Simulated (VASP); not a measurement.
Input of a VASP 6.6.1 run:

The input POSCAR:

```
SiNi
1.0
    4.4648149381      0.0000000000      0.0000000000
    0.0000000000      4.4648149381      0.0000000000
    0.0000000000      0.0000000000      4.4648149381
Si Ni
4 4
Direct
    0.8663177235      0.8663177235      0.8663177235
    0.6530789461      0.1530789461      0.3469210539
    0.3469210539      0.6530789461      0.1530789461
    0.1530789461      0.3469210539      0.6530789461
    0.1487251961      0.1487251961      0.1487251961
    0.3512748039      0.8512748039      0.6487251961
    0.6487251961      0.3512748039      0.8512748039
    0.8512748039      0.6487251961      0.3512748039
```

File INCAR.step1:

```
ALGO     = Normal         # electronic algorithm
EDIFF    = 1E-4           # SCF threshold, eV
ENCUT    = 520            # plane-wave cutoff, eV
GGA      = PE             # functional
ISMEAR   = 0              # smearing method
LASPH    = True           # aspherical terms in the spheres
LCHARG   = False          # write CHGCAR
LREAL    = False          # projectors in reciprocal space
LWAVE    = True           # write WAVECAR
NBANDS   = 38             # bands
NELM     = 60             # most SCF steps
PREC     = Accurate       # precision mode
SIGMA    = 0.15           # smearing width, eV
```

Contents of INCAR.step2:

```
ALGO     = Normal         # electronic algorithm
EDIFF    = 1E-6           # SCF threshold, eV
ENCUT    = 520            # plane-wave cutoff, eV
ISIF     = 2              # what is computed and relaxed
ISMEAR   = 0              # smearing method
ISTART   = 1            
LASPH    = True           # aspherical terms in the spheres
LCHARG   = False          # write CHGCAR
LMIXTAU  = True         
LREAL    = False          # projectors in reciprocal space
LWAVE    = False          # write WAVECAR
METAGGA  = R2SCAN         # meta-GGA
NBANDS   = 38             # bands
NELM     = 60             # most SCF steps
PREC     = Accurate       # precision mode
SIGMA    = 0.15           # smearing width, eV
```

Contents of KPOINTS:

```
k-points
0
Gamma
  10 10 10
```

Potentials or basis: VASP PAW PBE potentials, release 64 (Si, Ni).

Launch:

```bash
$ cat potpaw_PBE.64/Si/POTCAR potpaw_PBE.64/Ni/POTCAR > POTCAR
$ cp INCAR.step1 INCAR
$ mpirun -np 1 vasp_std > vasp.out
$ cp INCAR.step2 INCAR
$ mpirun -np 1 vasp_std > vasp.out
```

Problem. Estimate the largest force.

Solution. 2.031 eV/Å.

Problem. What does it give for the pressure?

Solution. 0.9 GPa.

Stress tensor (GPa, compression positive):
```
0.87 0.78 0.78
0.78 0.87 0.78
0.78 0.78 0.87
```

Caveat: the cell differs from its parent crystal (atom 1 (Si) moved +0.150 Å towards its neighbour atom 5 (Ni) at 2.334 Å); the PAW data sets were made with another functional, which shifts forces and pressure a little. Spin polarisation is off, so any magnetic state and its effect on volume and gap are missing.
